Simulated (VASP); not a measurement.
# Sn in VASP: notebook

The runs below take Sn through single point, relaxation of cell and atoms, with PBEsol.

Everything below comes from runs of VASP 6.6.1. Logs are shortened: lines on timing, memory, paths and dates and some standing lists are left out, and cuts for length are marked.

## (1) The cell of the first run

Symmetry: I4/mmm, No. 139, tetragonal system. Conventional cell: a = 3.908 Å, b = 3.908 Å, c = 3.431 Å, α = 90.00°, β = 90.00°, γ = 90.00°. Sn (site symmetry 4/mmm) has 14 Sn at 3.25 to 3.91 Å within 4.3 Å.

## (2) Single point, PBEsol

INCAR reads:

```
PREC = Accurate
ENCUT = 520
EDIFF = 1E-6
ISMEAR = 0
SIGMA = 0.1
LREAL = F
LASPH = T
NELM = 100
ALGO = Normal
ISIF = 2
LWAVE = F
LCHARG = F
GGA = PS
NBANDS = 13
```

KPOINTS reads:

```
Automatic mesh
0
Gamma
  20 20 20
```

POSCAR reads:

```
Sn
1.0
   -1.9539309050      1.9539309050      1.7153842429
    1.9539309050     -1.9539309050      1.7153842429
    1.9539309050      1.9539309050     -1.7153842429
Sn
1
Direct
    0.5000000000      0.5000000000      0.0000000000
```

Potentials or basis: VASP PAW PBE potentials, release 64 (Sn_d).

Run with:

```
cat potpaw_PBE.64/Sn_d/POTCAR > POTCAR
mpirun -np 1 vasp_std > vasp.out
```

OUTCAR:

```text
PREC = Accurate
   ENCUT = 520
   EDIFF = 1E-6
   ISMEAR = 0
   LREAL = F
   LASPH = T
   NELM = 100
   ISIF = 2
   GGA = PS

 ion  position               nearest neighbor table
   1  0.500  0.500  0.000-

  LATTYP: Found a body centered tetragonal cell.
 ALAT       =     3.9078618100
 C/A-ratio  =     0.8779144843

  Lattice vectors:

 A1 = (  -1.9539309050,   1.9539309050,   1.7153842429)
 A2 = (   1.9539309050,  -1.9539309050,   1.7153842429)
 A3 = (   1.9539309050,   1.9539309050,  -1.7153842429)

Analysis of symmetry for initial positions (statically):
=====================================================================
 Subroutine PRICEL returns:
 Original cell was already a primitive cell.

 Routine SETGRP: Setting up the symmetry group for a
 body centered tetragonal supercell.

 Subroutine GETGRP returns: Found 16 space group operations
 (whereof 16 operations were pure point group operations)
 out of a pool of 16 trial point group operations.

The static configuration has the point symmetry D_4h.

Analysis of symmetry for dynamics (positions and initial velocities):
=====================================================================
 Subroutine PRICEL returns:
 Original cell was already a primitive cell.

 Routine SETGRP: Setting up the symmetry group for a
 body centered tetragonal supercell.

 Subroutine GETGRP returns: Found 16 space group operations
 (whereof 16 operations were pure point group operations)
 out of a pool of 16 trial point group operations.

The dynamic configuration has the point symmetry D_4h.

 Subroutine INISYM returns: Found 16 space group operations
 (whereof 16 operations are pure point group operations),
 and found     1 'primitive' translations

----------------------------------------------------------------------------------------

                                     Primitive cell

  volume of cell :      26.1963

  direct lattice vectors                    reciprocal lattice vectors
    -1.953930905  1.953930905  1.715384243     0.000000000  0.255894412  0.291479884
     1.953930905 -1.953930905  1.715384243     0.255894412  0.000000000  0.291479884
     1.953930905  1.953930905 -1.715384243     0.255894412  0.255894412  0.000000000

  length of vectors
     3.252419878  3.252419878  3.252419878     0.387869144  0.387869144  0.361889348

  position of ions in fractional coordinates (direct lattice)
     0.500000000  0.500000000  0.000000000

  ion indices of the primitive-cell ions
   primitive index   ion index
                 1           1

----------------------------------------------------------------------------------------

 KPOINTS: Automatic mesh

Automatic generation of k-mesh.
 Grid dimensions read from file:
 generate k-points for:   20   20   20

 Generating k-lattice:

  Cartesian coordinates                     Fractional coordinates (reciprocal lattice)
     0.000000000  0.012794721  0.014573994     0.050000000  0.000000000  0.000000000
     0.012794721  0.000000000  0.014573994     0.000000000  0.050000000  0.000000000
     0.012794721  0.012794721  0.000000000     0.000000000  0.000000000  0.050000000

  Length of vectors
     0.019393457  0.019393457  0.018094467

  Shift w.r.t. Gamma in fractional coordinates (k-lattice)
     0.000000000  0.000000000  0.000000000

 Subroutine IBZKPT returns following result:
 ===========================================

 Found    641 irreducible k-points:

 Following reciprocal coordinates:
            Coordinates               Weight
  0.000000  0.000000  0.000000      1.000000
  0.050000 -0.000000  0.000000      8.000000
  0.100000  0.000000 -0.000000      8.000000
  0.150000  0.000000  0.000000      8.000000
  0.200000  0.000000 -0.000000      8.000000
  0.250000  0.000000 -0.000000      8.000000
[... 16 lines left out ...]
 -0.400000  0.050000  0.000000     16.000000
 -0.350000  0.050000 -0.000000     16.000000
 [... further k-points ...]
   k-points           NKPTS =    641   k-points in BZ     NKDIM =    641   number of bands    NBANDS=     13
   number of dos      NEDOS =    301   number of ions     NIONS =      1
   total plane-waves  NPLWV =  13824
   dimension x,y,z NGX =    24 NGY =   24 NGZ =   24
   dimension x,y,z NGXF=    48 NGYF=   48 NGZF=   48
   ions per type =               1
   NGX,Y,Z   is equivalent  to a cutoff of  12.27, 12.27, 12.27 a.u.
   NGXF,Y,Z  is equivalent  to a cutoff of  24.53, 24.53, 24.53 a.u.
 SYSTEM =  unknown system
   PREC   = accura    normal or accurate (medium, high low for compatibility)
   ISTART =      0    job   : 0-new  1-cont  2-samecut
   ICHARG =      2    charge: 1-file 2-atom 10-const
   ISPIN  =      1    spin polarized calculation?
   LNONCOLLINEAR =      F non collinear calculations
   LSORBIT =      F    spin-orbit coupling
   LASPH  =      T    aspherical Exc in radial PAW
   ENCUT  =  520.0 eV  38.22 Ry    6.18 a.u.   6.05  6.05  6.05*2*pi/ulx,y,z
   NELM   =    100;   NELMIN=  2; NELMDL= -5     # of ELM steps
   EDIFF  = 0.1E-05   stopping-criterion for ELM
   LREAL  =      F    real-space projection
   EDIFFG = 0.1E-04   stopping-criterion for IOM
   NSW    =      0    number of steps for IOM
   IBRION =     -1    ionic relax: 0-MD 1-quasi-New 2-CG
   NFREE  =      0    steps in history (QN), initial steepest desc. (CG)
   ISIF   =      2    stress and relaxation
   ISYM   =      2    0-nonsym 1-usesym 2-fastsym
   POTIM  = 0.5000    time-step for ionic-motion
   TEBEG  =    0.0;   TEEND  =   0.0 temperature during run
   PSTRESS=    0.0 pullay stress
   NELECT =      14.0000    total number of electrons
   NUPDOWN=      -1.0000    fix difference up-down
   EMIN   =  10.00;   EMAX   =-10.00  energy-range for DOS
   EFERMI =   0.00;   METHOD = LEGACY
   ISMEAR =     0;   SIGMA  =   0.10  broadening in eV -4-tet -1-fermi 0-gaus
   EFERMI_NEDOS =   21; number of points for ismear=-14 and -15
   IALGO  =     38    algorithm
   IMIX   =      4    mixing-type and parameters
     AMIX     =   0.40;   BMIX     =  1.00
     AMIX_MAG =   1.60;   BMIX_MAG =  1.00
  volume/ion in A,a.u.               =      26.20       176.78
  Fermi-wavevector in a.u.,A,eV,Ry     =   1.328529  2.510555 24.014123  1.764988
  Thomas-Fermi vector in A             =   2.457759
   LORBIT       =      0    0 simple, 1 ext, 2 COOP (PROOUT), +10 PAW based schemes
   GGA     = PS    functional components
   LHFCALC =     F    Hartree Fock is set to
   AEXX    =    0.0000 exact exchange contribution
   IVDW    =     0    specifies the selected vdW correction
   LEPSILON=     F    determine dielectric tensor
   LRPA    =     F    only Hartree local field effects (RPA)
 non-spin polarized calculation
 Gauss-broadening in eV      SIGMA  =   0.10
  energy-cutoff  :      520.00
  volume of cell :       26.20
 maximum number of plane-waves:       738
   NGX = 13   NGY = 13   NGZ = 13

 number of electron      14.0000003 magnetization

 Free energy of the ion-electron system (eV)
  ---------------------------------------------------
  ext. energy  EPLUGINS =         0.00000000
  ---------------------------------------------------
  free energy    TOTEN  =        -4.24204482 eV

  energy without entropy =       -4.23989716  energy(sigma->0) =       -4.24097099

 E-fermi :   8.3877     XC(G=0): -10.6763

 val. band max:        8.3814566956   @ k =   0.3500   0.2000   0.0000
 cond. band min:       8.3929706335   @ k =  -0.4000  -0.4500   0.4000
 fundamental gap:      0.0115139379
 Fermi energy:         8.3876645206

 k-point     1 :       0.0000    0.0000    0.0000
  band No.  band energies     occupation
      1     -13.1132      2.00000
      2     -13.0606      2.00000
      3     -13.0606      2.00000
      4     -12.9850      2.00000
      5     -12.9067      2.00000
      6      -3.0018      2.00000
      7      16.0068      0.00000
      8      16.0068      0.00000
      9      17.4947      0.00000
     10      19.7083      0.00000
     11      20.6015      0.00000
     12      20.6015      0.00000
     13      20.9711      0.00000

 k-point     2 :       0.0500   -0.0000    0.0000
  band No.  band energies     occupation
      1     -13.1104      2.00000
      2     -13.0596      2.00000
      3     -13.0590      2.00000
      4     -12.9835      2.00000
      5     -12.9082      2.00000
      6      -2.9425      2.00000
      7      15.7668      0.00000
      8      15.7994      0.00000
      9      17.1126      0.00000
     10      19.7748      0.00000
     11      19.9724      0.00000
     12      20.4244      0.00000
     13      21.2760      0.00000

 k-point     3 :       0.1000    0.0000   -0.0000
  band No.  band energies     occupation
      1     -13.1054      2.00000
      2     -13.0571      2.00000
      3     -13.0512      2.00000
      4     -12.9790      2.00000
      5     -12.9126      2.00000
      6      -2.7643      2.00000
      7      15.1111      0.00000
      8      15.2025      0.00000
      9      16.2149      0.00000
     10      19.1547      0.00000
     11      19.2365      0.00000
     12      20.9869      0.00000
     13      21.1130      0.00000
[... 305 lines left out ...]
 k-point    23 :      -0.4000    0.0500    0.0000
  band No.  band energies     occupation
      1     -13.1368      2.00000
      2     -13.0679      2.00000
      3     -12.9431      2.00000
      4     -12.9202      2.00000
      5     -12.8758      2.00000
      6       0.3143      2.00000
      7       6.6979      2.00000
      8      11.6385      0.00000
      9      13.2549      0.00000
     10      16.3536      0.00000
     11      17.2582      0.00000
     12      22.9400      0.00000
     13      25.4849      0.00000

 k-point    24 :      -0.3500    0.0500   -0.0000
  band No.  band energies     occupation
      1     -13.1288      2.00000
      2     -13.0616      2.00000
      3     -12.9400      2.00000
      4     -12.9344      2.00000
      5     -12.9060      2.00000
      6      -0.4998      2.00000
      7       8.1911      1.99456
      8      11.9634      0.00000
      9      13.5850      0.00000
     10      16.6188      0.00000
     11      17.6358      0.00000
     12      22.6276      0.00000
     13      24.8579      0.00000

 [... further k-points ...]
[... 5 lines left out ...]
  --------------------------------------------------------------------------------------
  -------------------------------------------------------------------------------------
  Total       -0.0110455     -0.0110455     -0.0140321      0.0000000      0.0000000      0.0000000
  in kB       -0.6755459     -0.6755459     -0.8582099      0.0000000      0.0000000      0.0000000
  external PRESSURE =      -0.7364339 kB  Pullay stress =       0.0000000 kB

 VOLUME and BASIS-vectors are now :
 -----------------------------------------------------------------------------
  energy-cutoff  :      520.00
  volume of cell :       26.20
      direct lattice vectors                 reciprocal lattice vectors
    -1.953930905  1.953930905  1.715384243     0.000000000  0.255894412  0.291479884
     1.953930905 -1.953930905  1.715384243     0.255894412  0.000000000  0.291479884
     1.953930905  1.953930905 -1.715384243     0.255894412  0.255894412  0.000000000

 POSITION                                       TOTAL-FORCE (eV/Angst)
 -----------------------------------------------------------------------------------
      0.00000      0.00000      1.71538        -0.000000     -0.000000      0.000000
 -----------------------------------------------------------------------------------
    total drift:                               -0.000000      0.000000      0.000000

  FREE ENERGIE OF THE ION-ELECTRON SYSTEM (eV)
  ---------------------------------------------------
  free  energy   TOTEN  =        -4.2420448155 eV

  energy  without entropy=       -4.2398971617  energy(sigma->0) =       -4.24097099
```

Wall time 69 s (1 thread of Intel Xeon Platinum 8488C (Sapphire Rapids), shared host); peak memory 0.3 GiB.

What came out:

```
Free energy            : -4.2420 eV
Pressure               : -0.1 GPa
Band gap on the k mesh : zero (band 7 reaches 16.01 eV, above the bottom of band 8 at 6.08 eV)
```

Levels at points of the mesh, in eV from the Fermi level:
| k point | band 5 | band 6 | band 7 | band 8 | band 9 | band 10 |
| --- | --- | --- | --- | --- | --- | --- |
| (0.00, 0.00, 0.00) | -21.29 | -11.39 | 7.62 | 7.62 | 9.11 | 11.32 |
| (0.50, 0.00, 0.00) | -21.23 | -6.10 | -4.49 | 3.28 | 4.78 | 7.59 |
| (0.50, 0.50, 0.00) | -21.24 | -7.08 | -4.85 | 5.06 | 7.17 | 9.70 |
| (0.50, 0.50, 0.50) | -21.23 | -2.75 | -1.32 | -1.32 | 1.35 | 3.24 |

Caveat: the PAW data sets were made with another functional, which shifts forces and pressure a little; spin-orbit coupling is left out, which moves the levels of the heavy elements.

## (3) Relaxation of cell and atoms, PBEsol

This run uses another cell than the first one, of 25.85 Å³/atom, 0.987 times its volume.

INCAR reads:

```
SYSTEM = Sn
PREC     = Accurate       ! precision mode
ENCUT    = 600            ! plane-wave cutoff, eV
EDIFF    = 1E-6           ! SCF threshold, eV
ISMEAR   = 0              ! smearing method
SIGMA    = 0.1            ! smearing width, eV
LREAL    = .FALSE.        ! projectors in reciprocal space
LASPH    = .TRUE.         ! aspherical terms in the spheres
NELM     = 100            ! most SCF steps
ALGO     = Normal         ! electronic algorithm
ISIF     = 3              ! what is computed and relaxed
LWAVE    = .FALSE.        ! write WAVECAR
LCHARG   = .FALSE.        ! write CHGCAR
GGA      = PS             ! functional
IBRION   = 2              ! ionic algorithm
NSW      = 90             ! ionic steps
EDIFFG   = -0.04          ! ionic threshold
```

KPOINTS reads:

```
regular mesh
0
G
  6 6 6
  0 0 0
```

POSCAR reads:

```
Sn
1.0
    0.0000000000      2.4205851217      2.5767771233
    2.0719891191      0.0000000000      2.5767771233
    2.0719891191      2.4205851217      0.0000000000
Sn
1
Direct
    0.5000000000      0.5000000000      0.5000000000
```

Potentials or basis: VASP PAW PBE potentials, release 64 (Sn_d).

Run with:

```
cat potpaw_PBE.64/Sn_d/POTCAR > POTCAR
mpirun -np 1 vasp_std > vasp.out
```

Run time: 2.3 min. Hardware: 1 thread of Intel Xeon Platinum 8488C (Sapphire Rapids), shared host; peak memory 0.18 GiB.

The run converged. Its results:

```
Free energy                            : -4.2596 eV
Relaxed volume                         : 26.19 Å³/atom
Relaxed cell                           : a = 3.714 Å, b = 3.246 Å, c = 3.236 Å, α = 69.93°, β = 55.17°, γ = 54.90°
Space group after relaxing (to 0.05 Å) : I4/mmm (No. 139)
Energy gained by relaxing              : 50.3 meV/atom
Ionic steps                            : 21
Pressure after relaxing                : -0.1 GPa
Band gap on the k mesh                 : zero (band 7 reaches 16.60 eV, above the bottom of band 8 at 5.80 eV)
```

Stress tensor (GPa, compression positive):
```
-0.10  0.00  0.00
 0.00  0.18  0.00
 0.00  0.00 -0.22
```

Step by step:
```tsv
step	energy change (eV)	largest force (eV/Å)	pressure (GPa)	volume (Å³)
1	0.0000	0.0000	1.47	25.85
2	-0.0227	0.0000	-0.97	26.72
3	-0.0237	0.0000	-1.65	26.95
4	-0.0289	0.0000	-0.17	26.17
5	-0.0291	0.0000	-0.54	26.30
6	-0.0320	0.0000	0.64	25.88
7	-0.0322	0.0000	0.77	25.77
8	-0.0348	0.0000	0.69	25.80
9	-0.0429	0.0000	0.70	25.87
10	-0.0358	0.0000	0.54	25.94
11	-0.0458	0.0000	0.65	25.90
12	-0.0453	0.0000	0.56	25.92
13	-0.0462	0.0000	0.59	25.91
14	-0.0468	0.0000	-0.18	26.23
15	-0.0476	0.0000	0.19	26.09
16	-0.0488	0.0000	-0.02	26.15
17	-0.0496	0.0000	-0.13	26.22
18	-0.0491	0.0000	-0.42	26.34
19	-0.0499	0.0000	-0.19	26.26
20	-0.0503	0.0000	0.01	26.17
21	-0.0503	0.0000	-0.05	26.19
```

Final structure:
```
CELL_PARAMETERS angstrom
0.00000 2.62010 2.63291
1.89838 0.00000 2.63291
1.89838 2.62010 0.00000
ATOMIC_POSITIONS crystal
Sn 0.50000 0.50000 0.50000
```

Levels at points of the mesh, in eV from the Fermi level:
| k point | band 3 | band 4 | band 5 | band 6 | band 7 | band 8 | band 9 | band 10 | band 11 |
| --- | --- | --- | --- | --- | --- | --- | --- | --- | --- |
| (0.00, 0.00, 0.00) | -21.42 | -21.27 | -21.26 | -11.33 | 8.25 | 8.34 | 8.42 | 12.05 | 12.32 |
| (0.50, 0.00, 0.00) | -21.28 | -21.27 | -21.17 | -6.47 | -4.60 | 3.86 | 5.73 | 8.32 | 8.58 |
| (0.50, 0.50, 0.00) | -21.27 | -21.27 | -21.17 | -6.36 | -4.55 | 3.63 | 5.36 | 8.03 | 8.22 |
| (0.50, 0.00, 0.50) | -21.27 | -21.27 | -21.17 | -6.28 | -4.52 | 3.55 | 5.33 | 7.95 | 8.18 |
| (0.00, 0.50, 0.50) | -21.20 | -21.20 | -21.19 | -2.25 | -0.76 | -0.36 | -0.31 | 3.79 | 3.98 |

Caveat: the k points lie up to 0.39 Å⁻¹ apart in the final cell; the PAW data sets were made with another functional, which shifts forces and pressure a little; spin-orbit coupling is left out, which moves the levels of the heavy elements.

(Continued in part 2 of 2.)
